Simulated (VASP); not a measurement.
# C in VASP: a series of runs, part 2 of 2

VASP 6.6.1.

## Step 4: Relaxation of cell and atoms, PBE

Contents of INCAR:

```
PREC = Accurate ; ENCUT = 1300
EDIFF = 1E-7 ; ISMEAR = 0
SIGMA = 0.1 ; LREAL = False
LASPH = True ; NELM = 120
ALGO = Normal ; ISIF = 3
LWAVE = False ; LCHARG = False
GGA = PE ; IBRION = 2
NSW = 80 ; EDIFFG = -0.01
GGA_COMPAT = False ; NELMIN = 4
```

Contents of KPOINTS:

```
regular mesh
0
Gamma
  1 1 1
```

Contents of POSCAR:

```
C
1.0
    1.2280479700     -2.1270618200      0.0000000000
    1.2280479700      2.1270618200      0.0000000000
    0.0000000000      0.0000000000      7.1732677600
C
4
Direct
    0.0833794600      0.9166205400      0.7531376000
    0.5833794600      0.4166205400      0.2468624000
    0.9166205400      0.0833794600      0.2468624000
    0.4166205400      0.5833794600      0.7531376000
```

Potentials or basis: VASP PAW PBE potentials, release 64 (C_h).

Started as:

```sh
$ cat potpaw_PBE.64/C_h/POTCAR > POTCAR
$ mpirun -np 1 vasp_gam > vasp.out
```

OUTCAR:

```text
PREC = Accurate
   ENCUT = 1300
   EDIFF = 1E-7
   ISMEAR = 0
   LREAL = False
   LASPH = True
   NELM = 120
   ISIF = 3
   GGA = PE
   IBRION = 2
   NSW = 80
   EDIFFG = -0.01
   NELMIN = 4

 ion  position               nearest neighbor table
   1  0.083  0.917  0.753-   4 1.42   4 1.42   4 1.42
   2  0.583  0.417  0.247-   3 1.42   3 1.42   3 1.42
   3  0.917  0.083  0.247-   2 1.42   2 1.42   2 1.42
   4  0.417  0.583  0.753-   1 1.42   1 1.42   1 1.42

  LATTYP: Found a hexagonal cell.
 ALAT       =     2.4561135566
 C/A-ratio  =     2.9205765918

  Lattice vectors:

 A1 = (   1.2280479700,  -2.1270618200,   0.0000000000)
 A2 = (   1.2280479700,   2.1270618200,   0.0000000000)
 A3 = (   0.0000000000,   0.0000000000,   7.1732677600)

Analysis of symmetry for initial positions (statically):
=====================================================================
 Subroutine PRICEL returns:
 Original cell was already a primitive cell.

 Routine SETGRP: Setting up the symmetry group for a
 hexagonal supercell.

 Subroutine GETGRP returns: Found  8 space group operations
 (whereof  4 operations were pure point group operations)
 out of a pool of 24 trial point group operations.

The static configuration has the point symmetry C_2h.
 The point group associated with its full space group is D_2h.

Analysis of symmetry for dynamics (positions and initial velocities):
=====================================================================
 Subroutine PRICEL returns:
 Original cell was already a primitive cell.

 Routine SETGRP: Setting up the symmetry group for a
 hexagonal supercell.

 Subroutine GETGRP returns: Found  8 space group operations
 (whereof  4 operations were pure point group operations)
 out of a pool of 24 trial point group operations.

The dynamic configuration has the point symmetry C_2h.
 The point group associated with its full space group is D_2h.

 Subroutine INISYM returns: Found  8 space group operations
 (whereof  4 operations are pure point group operations),
 and found     1 'primitive' translations

----------------------------------------------------------------------------------------

                                     Primitive cell

  volume of cell :      37.4751

  direct lattice vectors                    reciprocal lattice vectors
     1.228047970 -2.127061820  0.000000000     0.407150219 -0.235066041  0.000000000
     1.228047970  2.127061820  0.000000000     0.407150219  0.235066041  0.000000000
     0.000000000  0.000000000  7.173267760     0.000000000  0.000000000  0.139406479

  length of vectors
     2.456113557  2.456113557  7.173267760     0.470135453  0.470135453  0.139406479

  position of ions in fractional coordinates (direct lattice)
     0.083379460  0.916620540  0.753137600
     0.583379460  0.416620540  0.246862400
     0.916620540  0.083379460  0.246862400
     0.416620540  0.583379460  0.753137600

  ion indices of the primitive-cell ions
   primitive index   ion index
                 1           1
                 2           2
                 3           3
                 4           4

----------------------------------------------------------------------------------------

 KPOINTS: regular mesh

Automatic generation of k-mesh.
 Grid dimensions read from file:
 generate k-points for:    1    1    1
[... 35 lines left out ...]
   LNONCOLLINEAR =      F non collinear calculations
   LSORBIT =      F    spin-orbit coupling
   LASPH  =      T    aspherical Exc in radial PAW
   ENCUT  = 1300.0 eV  95.55 Ry    9.77 a.u.   7.22  7.22 21.09*2*pi/ulx,y,z
   NELM   =    120;   NELMIN=  4; NELMDL= -5     # of ELM steps
   EDIFF  = 0.1E-06   stopping-criterion for ELM
   LREAL  =      F    real-space projection
   EDIFFG = -.1E-01   stopping-criterion for IOM
   NSW    =     80    number of steps for IOM
   IBRION =      2    ionic relax: 0-MD 1-quasi-New 2-CG
   NFREE  =      1    steps in history (QN), initial steepest desc. (CG)
   ISIF   =      3    stress and relaxation
   ISYM   =      2    0-nonsym 1-usesym 2-fastsym
   POTIM  = 0.5000    time-step for ionic-motion
   TEBEG  =    0.0;   TEEND  =   0.0 temperature during run
   PSTRESS=    0.0 pullay stress
   NELECT =      16.0000    total number of electrons
   NUPDOWN=      -1.0000    fix difference up-down
   EMIN   =  10.00;   EMAX   =-10.00  energy-range for DOS
   EFERMI =   0.00;   METHOD = LEGACY
   ISMEAR =     0;   SIGMA  =   0.10  broadening in eV -4-tet -1-fermi 0-gaus
   EFERMI_NEDOS =   21; number of points for ismear=-14 and -15
   IALGO  =     38    algorithm
   IMIX   =      4    mixing-type and parameters
     AMIX     =   0.40;   BMIX     =  1.00
     AMIX_MAG =   1.60;   BMIX_MAG =  1.00
  volume/ion in A,a.u.               =       9.37        63.22
  Fermi-wavevector in a.u.,A,eV,Ry     =   1.232728  2.329519 20.675669  1.519619
  Thomas-Fermi vector in A             =   2.367487
   LORBIT       =      0    0 simple, 1 ext, 2 COOP (PROOUT), +10 PAW based schemes
   GGA     = PE    functional components
   LHFCALC =     F    Hartree Fock is set to
   AEXX    =    0.0000 exact exchange contribution
   IVDW    =     0    specifies the selected vdW correction
   LEPSILON=     F    determine dielectric tensor
   LRPA    =     F    only Hartree local field effects (RPA)
 conjugate gradient relaxation of ions
 non-spin polarized calculation
 Gauss-broadening in eV      SIGMA  =   0.10
  energy-cutoff  :     1300.00
  volume of cell :       37.48
 maximum number of plane-waves:      2005
 NGX is ok and might be reduce to    30
   NGX = 15   NGY = 15   NGZ = 43

--------------------------------------- Ionic step        1  -------------------------------------------

 number of electron      16.0000001 magnetization

 Free energy of the ion-electron system (eV)
  ---------------------------------------------------
  ext. energy  EPLUGINS =         0.00000000
  ---------------------------------------------------
  free energy    TOTEN  =       -23.07365732 eV

  energy without entropy =      -23.07365732  energy(sigma->0) =      -23.07365732

------------------------ aborting loop because EDIFF is reached ----------------------------------------

  FORCE on cell =-STRESS in cart. coord.  units (eV):
  Direction    XX          YY          ZZ          XY          YZ          ZX
  --------------------------------------------------------------------------------------
  -------------------------------------------------------------------------------------
  Total        8.5624538      8.6040409      2.2915623      0.0000000      0.0000000      0.0000000
  in kB      366.0718552    367.8498360     97.9715047      0.0000000      0.0000000      0.0000000
  external PRESSURE =     277.2977320 kB  Pullay stress =       0.0000000 kB
[... 95 lines left out ...]
  FREE ENERGIE OF THE ION-ELECTRON SYSTEM (eV)
  ---------------------------------------------------
  free  energy   TOTEN  =       -23.3229870341 eV

  energy  without entropy=      -23.3229870341  energy(sigma->0) =      -23.32298703

 E-fermi :   2.2421     XC(G=0):  -9.4195

 val. band max:        1.7446224516   @ k =   0.0000   0.0000   0.0000
 cond. band min:       7.4473232736   @ k =   0.0000   0.0000   0.0000
 fundamental gap:      5.7027008219
 Fermi energy:         2.2420905683

 k-point     1 :       0.0000    0.0000    0.0000
  band No.  band energies     occupation
      1     -14.6674      2.00000
      2     -14.5467      2.00000
      3      -3.5776      2.00000
      4      -2.4791      2.00000
      5       1.2490      2.00000
      6       1.2531      2.00000
      7       1.7325      2.00000
      8       1.7446      2.00000
      9       7.4473      0.00000
     10      11.8302      0.00000
     11      11.8686      0.00000
     12      12.5570      0.00000

[... ionic steps 4 to 18 ...]

--------------------------------------- Ionic step       19  -------------------------------------------

 number of electron      16.0000000 magnetization

------------------------ aborting loop because EDIFF is reached ----------------------------------------
[... 71 lines left out ...]
--------------------------------------- Ionic step       21  -------------------------------------------

 number of electron      16.0000000 magnetization

 Free energy of the ion-electron system (eV)
  ---------------------------------------------------
  ext. energy  EPLUGINS =         0.00000000
  ---------------------------------------------------
  free energy    TOTEN  =       -23.53042261 eV

  energy without entropy =      -23.53042261  energy(sigma->0) =      -23.53042261

 E-fermi :   0.4084     XC(G=0):  -8.1625

 val. band max:       -0.1517001910   @ k =   0.0000   0.0000   0.0000
 cond. band min:       5.3787411096   @ k =   0.0000   0.0000   0.0000
 fundamental gap:      5.5304413006
 Fermi energy:         0.4083706545

 k-point     1 :       0.0000    0.0000    0.0000
  band No.  band energies     occupation
      1     -16.2590      2.00000
      2     -16.2432      2.00000
      3      -4.8106      2.00000
      4      -4.5256      2.00000
      5      -0.1600      2.00000
      6      -0.1591      2.00000
      7      -0.1519      2.00000
      8      -0.1517      2.00000
      9       5.3787      0.00000
     10       8.0610      0.00000
     11      10.5661      0.00000
     12      10.5756      0.00000
[... 29 lines left out ...]
  FREE ENERGIE OF THE ION-ELECTRON SYSTEM (eV)
  ---------------------------------------------------
  free  energy   TOTEN  =       -23.5304226093 eV

  energy  without entropy=      -23.5304226093  energy(sigma->0) =      -23.53042261

 reached required accuracy - stopping structural energy minimisation
```

OSZICAR:

```text
N       E                     dE             d eps       ncg     rms          rms(c)
DAV:   1     0.186262171995E+03    0.18626E+03   -0.14282E+04    24   0.242E+03
DAV:   2    -0.300986254640E+01   -0.18927E+03   -0.14944E+03    40   0.428E+02
DAV:   3    -0.265026913427E+02   -0.23493E+02   -0.23295E+02    24   0.129E+02
[... 204 lines left out ...]
DAV:   2    -0.235304508425E+02    0.57719E-04   -0.67963E-05    24   0.760E-02    0.199E-02
DAV:   3    -0.235304220987E+02    0.28744E-04   -0.74153E-05    24   0.671E-02    0.417E-03
DAV:   4    -0.235304223271E+02   -0.22839E-06   -0.26499E-06    24   0.140E-02    0.271E-03
DAV:   5    -0.235304225381E+02   -0.21098E-06   -0.23290E-07    24   0.652E-03    0.407E-04
DAV:   6    -0.235304226093E+02   -0.71265E-07   -0.12821E-08    24   0.150E-03
  21 F= -.23530423E+02 E0= -.23530423E+02  d E =-.638336E-04
```

CONTCAR:

```text
C
   1.00000000000000
     1.2645966409370715   -2.1887882051255239    0.0000000000000000
     1.2645966409370715    2.1887882051255239   -0.0000000000000000
     0.0000000000000000    0.0000000000000000    9.3582812063551302
  C
     4
Direct
     0.0833154827051354    0.9166845172948644    0.7517859228147206
     0.5833154827051356    0.4166845172948646    0.2482140771852794
     0.9166845172948644    0.0833154827051354    0.2482140771852794
     0.4166845172948646    0.5833154827051356    0.7517859228147206

  0.00000000E+00  0.00000000E+00  0.00000000E+00
  0.00000000E+00  0.00000000E+00  0.00000000E+00
  0.00000000E+00  0.00000000E+00  0.00000000E+00
  0.00000000E+00  0.00000000E+00  0.00000000E+00
```

It took 68 s on 1 thread of Intel Xeon 6975P-C (Granite Rapids), shared host; peak memory 0.23 GiB.

Results:

* Free energy: -23.5304 eV
* Relaxed volume: 12.95 Å³/atom
* Relaxed cell: a = 2.528 Å, b = 2.528 Å, c = 9.358 Å, α = 90.00°, β = 90.00°, γ = 119.96°
* Space group after relaxing (to 0.1 Å): Fmmm (No. 69)
* Energy gained by relaxing: 114.2 meV/atom
* Ionic steps: 21
* Pressure after relaxing: 0.0 GPa
* Largest force after relaxing: 0.004 eV/Å

Forces on the atoms (eV/Å):
```
C    0.000  0.004  0.000
C    0.000  0.004  0.000
C    0.000 -0.004  0.000
C    0.000 -0.004  0.000
```

Step by step:
| step | energy change (eV) | largest force (eV/Å) | pressure (GPa) | volume (Å³) |
| --- | --- | --- | --- | --- |
| 1 | 0.0000 | 0.0462 | 27.73 | 37.48 |
| 2 | 1.0262 | 0.2522 | -37.72 | 46.90 |
| 3 | -0.2493 | 0.1125 | 0.52 | 40.21 |
| 4 | -0.2508 | 0.1058 | 2.13 | 40.02 |
| 5 | -0.2957 | 0.7481 | 1.55 | 41.03 |
| 6 | -0.3149 | 1.8046 | 1.09 | 42.26 |
| 7 | -0.3220 | 1.7229 | 1.05 | 42.38 |
| 8 | -0.3415 | 1.4785 | 0.92 | 42.76 |
| 9 | -0.3736 | 0.9923 | 0.72 | 43.52 |
| 10 | -0.4135 | 0.0317 | 0.49 | 45.04 |
| 11 | -0.4098 | 1.8457 | 0.50 | 48.08 |
| 12 | -0.4244 | 0.9328 | 0.43 | 46.59 |
| 13 | -0.4359 | 0.6915 | 0.40 | 47.41 |
| 14 | -0.4540 | 0.0414 | 0.40 | 49.85 |
| 15 | -0.4550 | 0.2676 | 0.40 | 50.60 |
| 16 | -0.4565 | 0.0673 | 0.25 | 51.21 |
| 17 | -0.4567 | 0.0401 | 0.17 | 51.54 |
| 18 | -0.4567 | 0.0463 | 0.16 | 51.55 |
| 19 | -0.4568 | 0.0183 | 0.06 | 51.69 |
| 20 | -0.4568 | 0.0132 | -0.06 | 51.85 |
| 21 | -0.4568 | 0.0039 | -0.03 | 51.81 |

Final structure:
```
C
1.0
     1.26460   -2.18879    0.00000
     1.26460    2.18879    0.00000
     0.00000    0.00000    9.35828
C
4
Direct
  0.08332 0.91668 0.75179
  0.58332 0.41668 0.24821
  0.91668 0.08332 0.24821
  0.41668 0.58332 0.75179
```

Caveat: the k points lie up to 2.87 Å⁻¹ apart in the final cell, too coarse for converged energies, forces and pressures; the volume moved by over 15 % at a fixed basis, so the end points are rough; this functional lacks dispersion, which binds layers or chains, so the pressure and a relaxed spacing across them are unreliable.

## Step 5: Summary

```tsv
task	potentials or basis	cell	k mesh	cutoff (eV)	pressure (GPa)	largest force (eV/Å)
single point	VASP PAW PBE potentials, release 64 (C)	a = 2.468, b = 2.476, c = 7.149 Å, angles 91.9, 89.6, 120.9°, 4 atoms, atomic positions A	14 × 14 × 4	520	3.3	2.98
single point	VASP PAW PBE potentials, release 64 (C)	a = 2.456, b = 2.456, c = 7.173 Å, angles 90.0, 90.0, 120.0°, 4 atoms, atomic positions B	24 × 24 × 8	520	4.2	0.03
relaxation of cell and atoms	VASP PAW PBE potentials, release 64 (C_h)	relaxed from a = 2.456, b = 2.456, c = 7.173 Å, angles 90.0, 90.0, 120.0°, 4 atoms, atomic positions B	1 × 1 × 1	1300	0.0	-
```

Alike in all rows: level PBE; no spin polarisation; smearing gaussian 0.1 eV.

Caveats: some runs use coarse meshes; this functional lacks dispersion, which binds layers or chains, so the pressure and a relaxed spacing across them are unreliable; the stress differs along the axes, from -4 to 13 GPa (at least some runs); forces of over 1 eV/Å act on the atoms, so gaps and moduli don't describe the material at rest (at least some runs); the cell stands under pressure (at least some runs); the volume moved by over 15 % at a fixed basis, so the end points are rough (at least some runs).

Absolute energies hang on the potentials; compare differences alone.
